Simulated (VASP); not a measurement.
Write the native input for VASP 6.6.1 that does the following.

| Item | Value |
| --- | --- |
| Task | single point |
| Functional | PBE |
| Potentials or basis | VASP PAW PBE potentials, release 64 (Au, Zn) |
| Cutoff | 520 eV |
| k mesh | 7 × 7 × 7 |
| Occupations | fermi-dirac, width 0.05 eV |
| Spin | no spin polarisation |
| Dipole correction | no |
| Further INCAR settings | ALGO = Normal; EDIFF = 1e-07; NBANDS = 18 |

The structure of ZnAu lies in POSCAR:

```
ZnAu
1.0
    3.1470000000      0.0000000000      0.0000000000
    0.0000000000      3.1470000000      0.0000000000
    0.0000000000      0.0000000000      3.1470000000
Au Zn
1 1
Direct
    0.0000000000      0.0000000000      0.0000000000
    0.5000000000      0.5000000000      0.5000000000
```

The input as run:

INCAR

```
PREC = Accurate
ENCUT = 520
EDIFF = 1E-7
ISMEAR = -1
SIGMA = 0.05
LREAL = False
LASPH = True
NELM = 80
ALGO = Normal
ISIF = 2
LWAVE = False
LCHARG = False
GGA = PE
NBANDS = 18
```

KPOINTS

```
regular mesh
0
Gamma
  7 7 7
```

Potentials or basis: VASP PAW PBE potentials, release 64 (Au, Zn).

The run is started by

```console
$ cat potpaw_PBE.64/Au/POTCAR potpaw_PBE.64/Zn/POTCAR > POTCAR
$ mpirun -np 1 vasp_std > vasp.out
```

Results of the run:

- Pressure: 4.7 GPa

Wall time 7.4 s on 1 thread of Intel Xeon 6975P-C (shared host), peak memory 0.15 GiB.
